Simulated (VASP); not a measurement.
Runs of VASP 6.6.1 on Be. The structure is that of space group Pm-3m (No. 221), or close to it. The cells are those of the table. This isn't the form of Be at room conditions, which is hcp.

```tsv
task	cell	gap on the mesh (eV)	pressure (GPa)
single point	a = 2.141 Å, 1 atom	none	0.2
relaxation of cell and atoms	relaxed from a = 2.013 Å, 1 atom	none	0.0
single point	a = 2.068 Å, 1 atom	none	10.4
single point	a = 1.988 Å, 1 atom	none	(a)
```

Alike in all rows: level LDA; potentials or basis VASP PAW LDA potentials, release 64 (Be); no spin polarisation; k mesh 21 × 21 × 21; cutoff (eV) 600; smearing fermi-dirac 0.1 eV.

**Question.** Fill in the values left out.

**Answer.** (a) 26.5.

Caveats: the cell stands under pressure (at least some runs).

A gap of «none» marks levels without a gap at the run's occupations.
